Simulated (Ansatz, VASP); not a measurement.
## Two plane-wave programs on GaN

The input INCAR:

```
ALGO = Normal ; EDIFF = 1E-7
ENCUT = 520 ; GGA = PE
ISIF = 2 ; ISMEAR = 0
LASPH = T ; LCHARG = F
LREAL = F ; LWAVE = F
NBANDS = 26 ; NELM = 80
PREC = Accurate ; SIGMA = 0.05
```

Contents of KPOINTS:

```
k-points
0
Gamma
  12 12 6
```

File POSCAR:

```
GaN
1.0
    3.1287003728      0.0000000000      0.0000000000
   -1.5643501864      2.7095340037      0.0000000000
    0.0000000000      0.0000000000      5.3367959887
Ga N
2 2
Direct
    0.3333333333      0.6666666667      0.0000000000
    0.6666666667      0.3333333333      0.5000000000
    0.3333333333      0.6666666667      0.3750000000
    0.6666666667      0.3333333333      0.8750000000
```

Input for Ansatz:

```yaml
crystal:
  lattice:
    - [3.1287003728, 0.0, 0.0]
    - [-1.5643501864, 2.7095340037, 0.0]
    - [0.0, 0.0, 5.3367959887]
  atoms:
    - { symbol: Ga, position: [0.3333333333, 0.6666666667, 0.0] }
    - { symbol: Ga, position: [0.6666666667, 0.3333333333, 0.5] }
    - { symbol: "N", position: [0.3333333333, 0.6666666667, 0.375] }
    - { symbol: "N", position: [0.6666666667, 0.3333333333, 0.875] }
basis:
  ecutwfc: 420
kpoints:
  mp_grid: { grid: [12, 12, 6] }
hamiltonian:
  xc: pbe
scf:
  occupations: { method: gaussian, width: 0.05 }
output:
  forces: true
  stress: true
  eigenvalues: true
```

Alike in both runs: task single point; functional PBE; k mesh 12 × 12 × 6; occupations gaussian, width 0.05 eV; no spin polarisation.

|  | VASP | Ansatz |
| --- | --- | --- |
| version | VASP 6.6.1 | Ansatz 0.2.0 |
| potentials or method | VASP PAW PBE potentials, release 64 (Ga_d, N), cutoff 520 eV | scalar-relativistic, plane waves, PAW |
| valence electrons in the cell | 36 | 36 |

Ansatz gave:

- gap on the k mesh at the Fermi level (eV): 1.78
- least direct gap on the mesh (eV): 1.78
- pressure (GPa): 7.8
- traceless stress, the component that is largest in VASP (GPa): -11.15
- rms of the force components (eV/Å): 0.194

**Question.** What did VASP give for the same quantities?

**Answer.** gap on the k mesh at the Fermi level (eV): 1.79; least direct gap on the mesh (eV): 1.79; pressure (GPa): 7.8; traceless stress, the component that is largest in VASP (GPa): -11.12; rms of the force components (eV/Å): 0.189.

Atom by atom the forces differ by 0.005 eV/Å (rms over components).
